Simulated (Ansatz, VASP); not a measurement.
## Mg in VASP and in Ansatz

INCAR

```
  PREC = Accurate
  ENCUT = 520
  EDIFF = 1E-6
  ISMEAR = -1
  SIGMA = 0.05
  LREAL = F
  LASPH = T
  NELM = 80
  ALGO = Fast
  ISIF = 2
  LWAVE = F
  LCHARG = F
  GGA = RE
  NBANDS = 9
```

File KPOINTS:

```
Automatic mesh
0
Gamma
  10 10 5
```

POSCAR

```
Mg
1.0
    3.2722434310      0.0000000000      0.0000000000
   -1.6361217155      2.8338459386      0.0000000000
    0.0000000000      0.0000000000      5.3124886887
Mg
2
Direct
    0.6666666667      0.3333333333      0.7500000000
    0.3333333333      0.6666666667      0.2500000000
```

input.yaml

```yaml
crystal:
  lattice:
    - [3.272243431, 0.0, 0.0]
    - [-1.6361217155, 2.8338459386, 0.0]
    - [0.0, 0.0, 5.3124886887]
  atoms:
    - { symbol: Mg, position: [0.6666666667, 0.3333333333, 0.75] }
    - { symbol: Mg, position: [0.3333333333, 0.6666666667, 0.25] }
hamiltonian:
  xc: revpbe
  pseudopotentials: { kind: paw }
kpoints:
  mp_grid: { grid: [10, 10, 5] }
scf:
  occupations: { method: fermi_dirac, width: 0.05 }
output:
  forces: true
  stress: true
  eigenvalues: true
```

Alike in both runs: task single point; functional revPBE; k mesh 10 × 10 × 5; occupations fermi-dirac, width 0.05 eV; no spin polarisation.

|  | VASP | Ansatz |
| --- | --- | --- |
| version | VASP 6.6.1 | Ansatz 0.2.0 |
| potentials or method | VASP PAW PBE potentials, release 64 (Mg) | Ansatz PAW |
| plane-wave cutoff (eV) | 520 | 420 |
| valence electrons in the cell | 4 | 20 |

Ansatz gave:

* gap on the k mesh at the Fermi level (eV): none
* pressure (GPa): -1.3
* traceless stress, the component that is largest in VASP (GPa): 0.77

Problem. What did VASP give for the same quantities?

Solution. gap on the k mesh at the Fermi level (eV): none; pressure (GPa): -1.5; traceless stress, the component that is largest in VASP (GPa): 0.78.

VASP's potentials were made for PBE, not for revPBE. A gap of «none» marks a metal or a gap that the smearing closes. The functional is the same, so the differences come from potentials, cutoffs and numerics. VASP's potentials hold 4 valence electrons a cell and Ansatz's 20, so a difference there can come from the potentials and not from the codes.
